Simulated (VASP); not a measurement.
# Zn3Se2S: single point with PBE

Crystal: Zn3Se2S.

```
Zn Se S
1.0
     4.11473    0.00000    0.00000
    -2.05736    3.56346    0.00000
     0.00000    0.00000   10.08048
Zn Se S
3 2 1
Direct
  0.00000 0.00000 0.99088
  0.66667 0.33333 0.33329
  0.33333 0.66667 0.67535
  0.66667 0.33333 0.07933
  0.33333 0.66667 0.42103
  0.00000 0.00000 0.75011
```

```json
{"Program": "VASP 6.6.1", "Task": "single point", "Functional": "PBE", "Potentials or basis": "VASP PAW PBE potentials, release 64 (Zn, Se, S)", "Cutoff": "520 eV", "k mesh": "12 × 12 × 4", "Occupations": "gaussian, width 0.02 eV", "Spin": "no spin polarisation", "Dipole correction": "no", "Further INCAR settings": "ALGO = Normal; EDIFF = 1e-07; NBANDS = 36"}
```

The pressure is -4.5 GPa and the largest force is 0.007 eV/Å. The band gap on the k mesh is 0.91 eV.

Forces in eV/Å, atoms in the order of the input:
```
Zn   0.000  0.000 -0.007
Zn   0.000  0.000 -0.004
Zn   0.000  0.000  0.000
Se   0.000  0.000  0.005
Se   0.000  0.000  0.005
S    0.000  0.000  0.001
```

Levels at points of the mesh, in eV from the valence-band top:
| k point | band 23 | band 24 | band 25 | band 26 | band 27 | band 28 | band 29 | band 30 | band 31 | band 32 |
| --- | --- | --- | --- | --- | --- | --- | --- | --- | --- | --- |
| (0.00, 0.00, 0.00) | -0.44 | -0.44 | -0.14 | 0.00 | 0.00 | 0.91 | 2.42 | 2.67 | 5.90 | 5.90 |
| (0.50, 0.00, 0.00) | -1.95 | -1.70 | -1.60 | -1.19 | -0.95 | 3.21 | 3.34 | 3.47 | 3.57 | 5.69 |
| (0.00, 0.00, 0.50) | -1.01 | -0.32 | -0.32 | -0.09 | -0.09 | 2.01 | 2.30 | 2.53 | 5.61 | 6.01 |
| (0.50, 0.00, 0.50) | -2.16 | -1.89 | -1.47 | -0.81 | -0.75 | 2.42 | 3.48 | 3.71 | 4.38 | 4.59 |

Run time: 8.3 min on 1 thread of Oxide Virtual Turin-like Processor, on a shared host, peak memory 0.45 GiB.

Caveat: the cell stands under tension.
